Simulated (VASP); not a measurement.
# Te (R-3m) in VASP: a series of runs, part 2 of 2

VASP 6.6.1. Earlier steps stand in the parts before.

**3. Single point, r2SCAN (strain -0.030 along x and y, -0.015 along z)**

The input, POSCAR:

```
Te
1.0
    2.2367272124      1.2913750582      1.6655893983
   -2.2367272124      1.2913750582      1.6655893983
    0.0000000000     -2.5827501164      1.6655893984
Te
1
Direct
    0.5000000000      0.5000000000      0.5000000000
```

The input, INCAR.step1:

```
PREC = Accurate
ENCUT = 520
ISMEAR = 0
SIGMA = 0.15
LREAL = F
LASPH = T
NELM = 80
NBANDS = 9
GGA = PE
ALGO = Normal
EDIFF = 1E-4
LWAVE = T
LCHARG = F
```

The input, INCAR.step2:

```
PREC = Accurate
ENCUT = 520
EDIFF = 1E-6
ISMEAR = 0
SIGMA = 0.15
LREAL = F
LASPH = T
NELM = 80
ALGO = Normal
ISIF = 2
LWAVE = F
LCHARG = F
METAGGA = R2SCAN
LMIXTAU = T
NBANDS = 9
ISTART = 1
```

The input, KPOINTS:

```
regular mesh
0
Gamma
  15 15 15
```

Potentials or basis: VASP PAW PBE potentials, release 64 (Te).

On the command line:

```bash
$ cat potpaw_PBE.64/Te/POTCAR > POTCAR
$ cp INCAR.step1 INCAR
$ mpirun -np 1 vasp_std > vasp.out
$ cp INCAR.step2 INCAR
$ mpirun -np 1 vasp_std > vasp.out
```

OUTCAR:

```text
PREC = Accurate
   ENCUT = 520
   EDIFF = 1E-6
   ISMEAR = 0
   LREAL = F
   LASPH = T
   NELM = 80
   ISIF = 2
   METAGGA = R2SCAN
   ISTART = 1

 ion  position               nearest neighbor table
   1  0.500  0.500  0.500-

  LATTYP: Found a trigonal (rhomboedric) cell.
 ALAT       =     3.0732370894
 COS(alpha) =    -0.0594096071

  Lattice vectors:

 A1 = (   2.2367272124,   1.2913750582,   1.6655893983)
[... 467 lines left out ...]
      8      21.7772      0.00000
      9      22.8024      0.00000

 [... further k-points ...]

------------------------ aborting loop because EDIFF is reached ----------------------------------------

  FORCE on cell =-STRESS in cart. coord.  units (eV):
  Direction    XX          YY          ZZ          XY          YZ          ZX
  --------------------------------------------------------------------------------------
  -------------------------------------------------------------------------------------
  Total        1.4289527      1.4289527      1.2832862      0.0000000     -0.0000000      0.0000000
  in kB       79.3129010     79.3129010     71.2277911      0.0000000     -0.0000000      0.0000000
  external PRESSURE =      76.6178644 kB  Pullay stress =       0.0000000 kB

 VOLUME and BASIS-vectors are now :
 -----------------------------------------------------------------------------
  energy-cutoff  :      520.00
  volume of cell :       28.87
      direct lattice vectors                 reciprocal lattice vectors
     2.236727212  1.291375058  1.665589398     0.223540894  0.129061395  0.200129356
    -2.236727212  1.291375058  1.665589398    -0.223540894  0.129061395  0.200129356
     0.000000000 -2.582750116  1.665589398     0.000000000 -0.258122790  0.200129356

 POSITION                                       TOTAL-FORCE (eV/Angst)
 -----------------------------------------------------------------------------------
      0.00000      0.00000      2.49838         0.000000     -0.000000      0.000000
 -----------------------------------------------------------------------------------
    total drift:                                0.000000      0.000000     -0.000000

  FREE ENERGIE OF THE ION-ELECTRON SYSTEM (eV)
  ---------------------------------------------------
  free  energy   TOTEN  =       -25.2693748147 eV

  energy  without entropy=      -25.2647933094  energy(sigma->0) =      -25.26708406
```

OUTCAR.step1:

```text
PREC = Accurate
   ENCUT = 520
   ISMEAR = 0
   LREAL = F
   LASPH = T
[... 504 lines left out ...]

 POSITION                                       TOTAL-FORCE (eV/Angst)
 -----------------------------------------------------------------------------------
      0.00000      0.00000      2.49838         0.000000      0.000000      0.000000
 -----------------------------------------------------------------------------------
    total drift:                                0.000000      0.000000     -0.000000

  FREE ENERGIE OF THE ION-ELECTRON SYSTEM (eV)
  ---------------------------------------------------
  free  energy   TOTEN  =        -3.0236093168 eV

  energy  without entropy=       -3.0188587507  energy(sigma->0) =       -3.02123403
```

OSZICAR.step1:

```text
N       E                     dE             d eps       ncg     rms          rms(c)
DAV:   1     0.171575599473E+02    0.17158E+02   -0.25527E+03  6200   0.538E+02
DAV:   2    -0.247908653187E+01   -0.19637E+02   -0.18792E+02  8164   0.741E+01
DAV:   3    -0.301576739582E+01   -0.53668E+00   -0.52545E+00  7660   0.147E+01
DAV:   4    -0.301993710332E+01   -0.41697E-02   -0.41694E-02  8634   0.145E+00
DAV:   5    -0.301997523741E+01   -0.38134E-04   -0.38134E-04  7957   0.108E-01    0.934E+00
DAV:   6    -0.302203951693E+01   -0.20643E-02   -0.52869E-04  7862   0.174E-01    0.568E+00
DAV:   7    -0.302356685694E+01   -0.15273E-02   -0.12228E-03  6845   0.267E-01    0.467E-02
DAV:   8    -0.302360931680E+01   -0.42460E-04   -0.24491E-05  5605   0.323E-02
   1 F= -.30236093E+01 E0= -.30212340E+01  d E =-.475057E-02
```

It took 2.3 min on 1 thread of AMD EPYC 9R45 (Zen 5), shared host; peak memory 0.18 GiB.

What came out:

| Item | Value |
| --- | --- |
| Free energy | -25.2694 eV |
| Pressure | 7.7 GPa |
| Band gap on the k mesh | zero (bands 3 and 4 overlap by 5.96 eV) |

Stress tensor (GPa, compression positive):
```
7.93 0.00 0.00
0.00 7.93 0.00
0.00 0.00 7.12
```

Caveat: the cell differs from its parent crystal (strain -0.030 along x and y, -0.015 along z); the cell stands under pressure; the PAW data sets were made with another functional, which shifts forces and pressure a little; spin-orbit coupling is left out, which moves the levels of the heavy elements.

**4. Single point, r2SCAN (strain -0.030 along x and y, +0.000 along z)**

The input, POSCAR:

```
Te
1.0
    2.2367272124      1.2913750582      1.6909537039
   -2.2367272124      1.2913750582      1.6909537039
    0.0000000000     -2.5827501164      1.6909537039
Te
1
Direct
    0.5000000000      0.5000000000      0.5000000000
```

The input, INCAR.step1:

```
SYSTEM = Te
PREC = Accurate
ENCUT = 520
ISMEAR = 0
SIGMA = 0.15
LREAL = .False.
LASPH = .True.
NELM = 60
NBANDS = 9
GGA = PE
ALGO = Normal
EDIFF = 1E-4
LWAVE = .True.
LCHARG = .False.
```

The input, INCAR.step2:

```
SYSTEM = Te
PREC = Accurate
ENCUT = 520
EDIFF = 1E-6
ISMEAR = 0
SIGMA = 0.15
LREAL = .False.
LASPH = .True.
NELM = 60
ALGO = Normal
ISIF = 2
LWAVE = .False.
LCHARG = .False.
METAGGA = R2SCAN
LMIXTAU = .True.
NBANDS = 9
ISTART = 1
```

The input, KPOINTS:

```
regular mesh
0
Gamma
  15 15 15
  0 0 0
```

On the command line:

```bash
$ cat potpaw_PBE.64/Te/POTCAR > POTCAR
$ cp INCAR.step1 INCAR
$ mpirun -np 1 vasp_std > vasp.out
$ cp INCAR.step2 INCAR
$ mpirun -np 1 vasp_std > vasp.out
```

Wall time 2.4 min (1 thread of AMD EPYC 9R45 (Zen 5), shared host); peak memory 0.18 GiB.

It converged, with:

```yaml
Free_energy: -25.2876 eV
Pressure: 6.5 GPa
Band_gap_on_the_k_mesh: zero (bands 3 and 4 overlap by 6.00 eV)
```

Stress tensor (GPa, compression positive):
```
6.65 0.00 0.00
0.00 6.65 0.00
0.00 0.00 6.12
```

Levels at points of the mesh, in eV from the Fermi level:
```
           k point  band 1  band 2  band 3  band 4  band 5  band 6  band 7
(0.00, 0.00, 0.00)  -15.16    1.10    1.52    1.52    6.24    6.24    7.75
```

Caveat: the cell differs from its parent crystal (strain -0.030 along x and y, +0.000 along z); the cell stands under pressure; the PAW data sets were made with another functional, which shifts forces and pressure a little; spin-orbit coupling is left out, which moves the levels of the heavy elements.

**5. Single point, r2SCAN (strain +0.000 along x and y, -0.030 along z)**

The input, POSCAR:

```
Te
1.0
    2.3059043427      1.3313144930      1.6402250928
   -2.3059043427      1.3313144930      1.6402250928
    0.0000000000     -2.6626289859      1.6402250928
Te
1
Direct
    0.5000000000      0.5000000000      0.5000000000
```

The input, INCAR.step1:

```
ALGO = Normal ; EDIFF = 1E-4
ENCUT = 520 ; GGA = PE
ISMEAR = 0 ; LASPH = True
LCHARG = False ; LREAL = False
LWAVE = True ; NBANDS = 9
NELM = 100 ; PREC = Accurate
SIGMA = 0.15
```

The input, INCAR.step2:

```
ALGO = Normal ; EDIFF = 1E-6
ENCUT = 520 ; ISIF = 2
ISMEAR = 0 ; ISTART = 1
LASPH = True ; LCHARG = False
LMIXTAU = True ; LREAL = False
LWAVE = False ; METAGGA = R2SCAN
NBANDS = 9 ; NELM = 100
PREC = Accurate ; SIGMA = 0.15
```

The input, KPOINTS:

```
k-points
0
Gamma
  15 15 15
```

On the command line:

```bash
$ cat potpaw_PBE.64/Te/POTCAR > POTCAR
$ cp INCAR.step1 INCAR
$ mpirun -np 1 vasp_std > vasp.out
$ cp INCAR.step2 INCAR
$ mpirun -np 1 vasp_std > vasp.out
```

Run time: 2.2 min. Hardware: 1 thread of AMD EPYC 9R45 (Zen 5), shared host; peak memory 0.18 GiB.

It converged, with:

* Free energy: -25.3194 eV
* Pressure: 3.5 GPa
* Band gap on the k mesh: zero (bands 3 and 4 overlap by 5.22 eV)

Stress tensor (GPa, compression positive):
```
3.63 0.00 0.00
0.00 3.63 0.00
0.00 0.00 3.28
```

Levels at points of the mesh, in eV from the Fermi level:
```
           k point  band 1  band 2  band 3  band 4  band 5  band 6
(0.00, 0.00, 0.00)  -14.81    0.98    1.70    1.70    6.44    6.44
```

Caveat: the cell differs from its parent crystal (strain +0.000 along x and y, -0.030 along z); the cell stands under pressure; the PAW data sets were made with another functional, which shifts forces and pressure a little; spin-orbit coupling is left out, which moves the levels of the heavy elements.

**6. Summary**

```csv
cell,gap on the mesh (eV),pressure (GPa)
"a = 3.060 Å, angles 94.0°, 1 atom",none,8.9
"a = 3.073 Å, angles 93.4°, 1 atom",none,7.7
"a = 3.087 Å, angles 92.9°, 1 atom",none,6.5
"a = 3.127 Å, angles 95.0°, 1 atom",none,3.5
```

Alike in all rows: task single point; level r2SCAN; potentials or basis VASP PAW PBE potentials, release 64 (Te); no spin polarisation; k mesh 15 × 15 × 15; cutoff (eV) 520; smearing gaussian 0.15 eV.

Caveats: the cell stands under pressure; the PAW data sets were made with another functional, which shifts forces and pressure a little; spin-orbit coupling is left out, which moves the levels of the heavy elements.

Absolute energies hang on the potentials; compare differences alone.
